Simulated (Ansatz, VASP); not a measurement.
# CdS in VASP and in Ansatz

```
CELL_PARAMETERS angstrom
4.54828 0.00000 0.00000
-2.27414 3.93893 0.00000
0.00000 0.00000 6.74900
ATOMIC_POSITIONS crystal
Cd 0.33333 0.66667 0.00000
Cd 0.66667 0.33333 0.50000
S 0.33333 0.66667 0.38500
S 0.66667 0.33333 0.88500
```

Change from the starting cell: strain +0.1000 x Voigt [1, 1, 0, 0, 0, 0], atoms carried along.

Alike in both runs: task single point; functional r2SCAN; k mesh 12 × 12 × 4; occupations gaussian, width 0.05 eV; no spin polarisation.

|  | VASP | Ansatz |
| --- | --- | --- |
| version | VASP 6.6.1 | Ansatz 0.2.0 |
| potentials or method | VASP PAW PBE potentials, release 64 (Cd, S), cutoff 520 eV | scalar-relativistic, plane waves, PAW |
| valence electrons in the cell | 36 | 52 |

|  | VASP | Ansatz | Ansatz less VASP |
| --- | --- | --- | --- |
| gap on the k mesh at the Fermi level (eV) | 1.14 | 1.15 | +0.012 |
| least direct gap on the mesh (eV) | 1.14 | 1.15 | +0.012 |
| pressure (GPa) | -6.8 | -6.9 | -0.15 |
| traceless stress, the component that is largest in VASP (GPa) | 2.79 | 2.74 | -0.056 |
| rms of the force components (eV/Å) | 0.057 | 0.051 | -0.0057 |

VASP's potentials were made for PBE, not for r2SCAN. Atom by atom the forces differ by 0.006 eV/Å (rms over components). The functional is the same, so the differences come from potentials, cutoffs and numerics. VASP's potentials hold 36 valence electrons a cell and Ansatz's 52, so a difference there can come from the potentials and not from the codes.
